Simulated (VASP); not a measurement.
A run of VASP 6.6.1 is set up as follows.

File INCAR:

```
ALGO = Normal ; EDIFF = 1E-6
ENCUT = 500 ; GGA = PE
GGA_COMPAT = F ; ISIF = 2
ISMEAR = 1 ; LASPH = T
LCHARG = T ; LELF = T
LREAL = F ; LVHAR = T
LWAVE = F ; NBANDS = 15
NELM = 120 ; PREC = Accurate
SIGMA = 0.336
```

File KPOINTS:

```
k-points
0
Gamma
  6 6 6
```

Contents of POSCAR:

```
CaS
1.0
    0.0000000000      2.8479357440      2.8479357440
    2.8479357440      0.0000000000      2.8479357440
    2.8479357440      2.8479357440      0.0000000000
Ca S
1 1
Direct
    0.0000000000      0.0000000000      0.0000000000
    0.5000000000      0.5000000000      0.5000000000
```

Potentials or basis: VASP PAW PBE potentials, release 64 (Ca_sv, S).

Launch:

```sh
$ cat potpaw_PBE.64/Ca_sv/POTCAR potpaw_PBE.64/S/POTCAR > POTCAR
$ mpirun -np 1 vasp_std > vasp.out
```

(1) What does it give for the pressure?

(2) Estimate the band gap on the k mesh.

Answers

(1) 0.6 GPa.

(2) 2.36 eV (least direct gap 3.16 eV).
